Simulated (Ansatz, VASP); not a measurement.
**One calculation of Ag2ClF, two programs**

File POSCAR:

```
Ag2ClF
1.0
    1.9036517677      1.0990738605      5.2195387457
   -1.9036517677      1.0990738605      5.2195387457
    0.0000000000     -2.1981477210      5.2195387457
F Cl Ag
1 1 2
Direct
    1.0000000000      0.0000000000      0.0000000000
    0.5000000000      0.5000000000      0.5000000000
    0.2656404912      0.2656404912      0.2656404912
    0.7343595088      0.7343595088      0.7343595088
```

Contents of INCAR.step1:

```
ALGO = Normal ; EDIFF = 1E-4
ENCUT = 520 ; GGA = PE
ISMEAR = -1 ; LASPH = T
LCHARG = F ; LREAL = F
LWAVE = T ; NBANDS = 26
NELM = 60 ; PREC = Accurate
SIGMA = 0.02
```

Contents of INCAR.step2:

```
ALGO = Normal ; EDIFF = 1E-6
ENCUT = 520 ; ISIF = 2
ISMEAR = -1 ; ISTART = 1
LASPH = T ; LCHARG = F
LMIXTAU = T ; LREAL = F
LWAVE = F ; METAGGA = R2SCAN
NBANDS = 26 ; NELM = 60
PREC = Accurate ; SIGMA = 0.02
```

Contents of KPOINTS:

```
k-points
0
Gamma
  6 6 6
```

Input for Ansatz:

```yaml
crystal:
  lattice:
    - [1.9036517677, 1.0990738605, 5.2195387457]
    - [-1.9036517677, 1.0990738605, 5.2195387457]
    - [0.0, -2.198147721, 5.2195387457]
  atoms:
    - { symbol: F, position: [1.0, 0.0, 0.0] }
    - { symbol: Cl, position: [0.5, 0.5, 0.5] }
    - { symbol: Ag, position: [0.2656404912, 0.2656404912, 0.2656404912] }
    - { symbol: Ag, position: [0.7343595088, 0.7343595088, 0.7343595088] }
kpoints:
  mp_grid: { grid: [6, 6, 6] }
hamiltonian:
  xc: r2scan
scf:
  occupations: { method: fermi_dirac, width: 0.02 }
  n_extra_bands: 5
output:
  forces: true
  stress: true
  eigenvalues: true
```

Alike in both runs: task single point; functional r2SCAN; k mesh 6 × 6 × 6; occupations fermi-dirac, width 0.02 eV; no spin polarisation.

|  | VASP | Ansatz |
| --- | --- | --- |
| version | VASP 6.6.1 | Ansatz 0.2.0 |
| potentials or method | VASP PAW PBE potentials, release 64 (F, Cl, Ag) | plane waves, PAW |
| plane-wave cutoff (eV) | 520 | 500 |
| valence electrons in the cell | 36 | 52 |

```tsv
	VASP	Ansatz	Ansatz less VASP
pressure (GPa)	4.8	4.8	+0.03
traceless stress, the component that is largest in VASP (GPa)	-0.85	-0.79	+0.057
rms of the force components (eV/Å)	0.008	0.004	-0.0044
```

VASP's potentials were made for PBE, not for r2SCAN. Atom by atom the forces differ by 0.004 eV/Å (rms over components). VASP's potentials hold 36 valence electrons a cell and Ansatz's 52, so a difference there can come from the potentials and not from the codes.
